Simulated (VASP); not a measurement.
Write the native input for VASP 6.6.1 that does the following.

| Property | Result |
| --- | --- |
| Task | single point |
| Functional | PBE |
| Potentials or basis | VASP PAW PBE potentials, release 64 (Ca_sv, C) |
| Cutoff | 520 eV |
| k mesh | 18 × 18 × 18 |
| Occupations | gaussian, width 0.1 eV |
| Spin | no spin polarisation |
| Dipole correction | no |
| Further INCAR settings | ALGO = Normal; EDIFF = 1e-06; NBANDS = 19 |

The structure of CaC3 lies in POSCAR:

```
CaC3
1.0
   -1.7592276794      1.7592276794      3.5589337301
    1.7592276794     -1.7592276794      3.5589337301
    1.7592276794      1.7592276794     -3.5589337301
Ca C
1 3
Direct
    0.0000000000      0.0000000000      0.0000000000
    0.5000000000      0.5000000000      0.0000000000
    0.2500000000      0.7500000000      0.5000000000
    0.7500000000      0.2500000000      0.5000000000
```

The input as run:

INCAR

```
SYSTEM = CaC3
ALGO = Normal
EDIFF = 1E-6
ENCUT = 520
GGA = PE
ISIF = 2
ISMEAR = 0
LASPH = .True.
LCHARG = .True.
LELF = .True.
LREAL = .False.
LVHAR = .True.
LWAVE = .False.
NBANDS = 19
NELM = 80
PREC = Accurate
SIGMA = 0.1
```

KPOINTS

```
k-points
0
Gamma
  18 18 18
  0 0 0
```

Potentials or basis: VASP PAW PBE potentials, release 64 (Ca_sv, C).

Run with:

```sh
$ cat potpaw_PBE.64/Ca_sv/POTCAR potpaw_PBE.64/C/POTCAR > POTCAR
$ mpirun -np 1 vasp_std > vasp.out
```

It gave:

- Pressure: 0.5 GPa
- Band gap on the k mesh: zero (bands 11 and 12 overlap by 2.52 eV)

Wall time 8.7 min on 1 thread of Intel Xeon 8259CL (shared host), peak memory 0.47 GiB.
